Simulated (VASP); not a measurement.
Set up this calculation in VASP 6.6.1, as the native input.

```
Task                   : single point
Functional             : r2SCAN
Potentials or basis    : VASP PAW PBE potentials, release 64 (Pb_d)
Cutoff                 : 520 eV
k mesh                 : 11 × 11 × 11
Occupations            : fermi-dirac, width 0.1 eV
Spin                   : no spin polarisation
Dipole correction      : no
Further INCAR settings : ALGO = Normal; EDIFF = 1e-07; NBANDS = 13
```

The system is Pb.

```
Pb
1.0
     3.29433    0.00000    0.00000
     0.00000    3.29433    0.00000
     0.00000    0.00000    3.29433
Pb
1
Cartesian
  0.0000 0.0000 0.0000
```

This cell differs from its parent crystal: volume scaled by 1.08.

These files were run (other wordings do the same):

POSCAR

```
Pb
1.0
    3.2943326961      0.0000000000      0.0000000000
    0.0000000000      3.2943326961      0.0000000000
    0.0000000000      0.0000000000      3.2943326961
Pb
1
Direct
    0.0000000000      0.0000000000      0.0000000000
```

INCAR.step1

```
SYSTEM = Pb
ALGO = Normal
EDIFF = 1E-4
ENCUT = 520
GGA = PE
ISMEAR = -1
LASPH = .TRUE.
LCHARG = .FALSE.
LREAL = .FALSE.
LWAVE = .TRUE.
NBANDS = 13
NELM = 60
PREC = Accurate
SIGMA = 0.1
```

INCAR.step2

```
SYSTEM = Pb
ALGO = Normal
EDIFF = 1E-7
ENCUT = 520
ISIF = 2
ISMEAR = -1
ISTART = 1
LASPH = .TRUE.
LCHARG = .TRUE.
LELF = .TRUE.
LMIXTAU = .TRUE.
LREAL = .FALSE.
LVHAR = .TRUE.
LWAVE = .FALSE.
METAGGA = R2SCAN
NBANDS = 13
NELM = 60
PREC = Accurate
SIGMA = 0.1
```

KPOINTS

```
k-points
0
G
  11 11 11
  0 0 0
```

Potentials or basis: VASP PAW PBE potentials, release 64 (Pb_d).

Command:

```console
$ cat potpaw_PBE.64/Pb_d/POTCAR > POTCAR
$ cp INCAR.step1 INCAR
$ mpirun -np 1 vasp_std > vasp.out
$ cp INCAR.step2 INCAR
$ mpirun -np 1 vasp_std > vasp.out
```

Results of the run:

| Property | Result |
| --- | --- |
| Pressure | -2.5 GPa |
| Band gap on the k mesh | zero (band 7 reaches 10.19 eV, above the bottom of band 8 at 3.59 eV) |

Caveat: the PAW data sets were made with another functional, which shifts forces and pressure a little; spin-orbit coupling is left out, which moves the levels of the heavy elements.

Wall time 2.7 min on 1 thread of AMD EPYC 7R43 64-Core Processor (Zen 3), on a shared host, peak memory 0.14 GiB.
